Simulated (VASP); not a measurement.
Set up this calculation in VASP 6.6.1, as the native input.

```
Task                   : single point
Functional             : PBEsol
Potentials or basis    : VASP PAW PBE potentials, release 64 (La, Rh_pv, I)
Cutoff                 : 520 eV
k mesh                 : 4 × 4 × 4
Occupations            : fermi-dirac, width 0.05 eV
Spin                   : no spin polarisation
Dipole correction      : no
Further INCAR settings : ALGO = Normal; EDIFF = 1e-06; NBANDS = 44
```

The structure of LaRhI6 lies in POSCAR:

```
LaRhI6
1.0
    6.3735180559      3.6826776845      2.4081709827
   -6.3644158489      3.6706234431      2.4022154804
   -0.0059925423     -7.3549819026      2.4063734665
La Rh I
1 1 6
Direct
    0.5011104912      0.4989801289      0.4978596137
    0.0011315060     -0.0009980541     -0.0021307094
    1.0036111402      0.2577995247      0.3402324737
    0.3431124751      1.0006835886      0.2564466526
    0.2598766109      0.3416956536      1.0001620258
   -0.0013780126      0.7402035793      0.6554919381
    0.6591507018     -0.0027027727      0.7392677234
    0.7423840465      0.6563144748     -0.0044200099
```

These files were run (other wordings do the same):

INCAR

```
SYSTEM = LaRhI6
ALGO = Normal
EDIFF = 1E-6
ENCUT = 520
GGA = PS
ISIF = 2
ISMEAR = -1
LASPH = .True.
LCHARG = .False.
LREAL = .False.
LWAVE = .False.
NBANDS = 44
NELM = 60
PREC = Accurate
SIGMA = 0.05
```

KPOINTS

```
k-points
0
Gamma
  4 4 4
  0 0 0
```

Potentials or basis: VASP PAW PBE potentials, release 64 (La, Rh_pv, I).

Launch:

```sh
$ cat potpaw_PBE.64/La/POTCAR potpaw_PBE.64/Rh_pv/POTCAR potpaw_PBE.64/I/POTCAR > POTCAR
$ mpirun -np 1 vasp_std > vasp.out
```

It gave:

```yaml
Pressure: 0.0 GPa
Band_gap_on_the_k_mesh: 1.25 eV (least direct gap 1.41 eV)
```

Caveat: the PAW data sets were made with another functional, which shifts forces and pressure a little; spin-orbit coupling is left out, which moves the levels of the heavy elements.

It took 13 min on 1 thread of Intel(R) Xeon(R) Platinum 8259CL CPU @ 2.50GHz (Skylake/Cascade Lake), on a shared host, peak memory 0.86 GiB.
